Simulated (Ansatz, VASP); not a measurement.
One calculation of Au, two programs

The input INCAR:

```
  PREC = Accurate
  ENCUT = 400
  EDIFF = 1E-8
  ISMEAR = -1
  SIGMA = 0.03
  LREAL = False
  LASPH = True
  NELM = 120
  ALGO = Normal
  ISIF = 2
  LWAVE = False
  LCHARG = False
  GGA = PS
  LEFG = True
  NBANDS = 26
  GGA_COMPAT = False
```

File KPOINTS:

```
Automatic mesh
0
Gamma
  14 14 8
```

File POSCAR:

```
Au
1.0
    2.9192042576      0.0000000000      0.0000000000
   -1.4596021288      2.5281050460      0.0000000000
    0.0000000000      0.0000000000      4.9123188226
Au
2
Direct
    0.3333333333      0.6666666667      0.7500000000
    0.6666666667      0.3333333333      0.2500000000
```

Input for Ansatz:

```yaml
crystal:
  lattice:
    - [2.9192042576, 0.0, 0.0]
    - [-1.4596021288, 2.528105046, 0.0]
    - [0.0, 0.0, 4.9123188226]
  atoms:
    - { symbol: Au, position: [0.3333333333, 0.6666666667, 0.75] }
    - { symbol: Au, position: [0.6666666667, 0.3333333333, 0.25] }
kpoints:
  mp_grid: { grid: [14, 14, 8] }
scf:
  occupations: { method: fermi_dirac, width: 0.03 }
hamiltonian:
  xc: pbesol
  pseudopotentials: { kind: paw }
output:
  forces: true
  stress: true
  eigenvalues: true
  efg: { contact_densities: true }
```

Change from the starting cell: volume scaled by 1.02, PAW files.

Alike in both runs: task electric field gradients; functional PBEsol; k mesh 14 × 14 × 8; occupations fermi-dirac, width 0.03 eV; no spin polarisation.

|  | VASP | Ansatz |
| --- | --- | --- |
| version | VASP 6.6.1 | Ansatz 0.2.0 |
| potentials or method | VASP PAW PBE potentials, release 64 (Au_sv_GW) | PAW with Ansatz's default frozen-core files, scalar-relativistic |
| plane-wave cutoff (eV) | 400 | 420 |
| valence electrons in the cell | 38 | 38 |

Ansatz gave:

* size of Vzz on the site where it differs most (V/Å²): 9.1

Task: Which values does VASP return?

Result: Size of Vzz on the site where it differs most (V/Å²): 14.0.

VASP's potentials were made for PBE, not for PBEsol.

Spin-orbit coupling is off throughout.
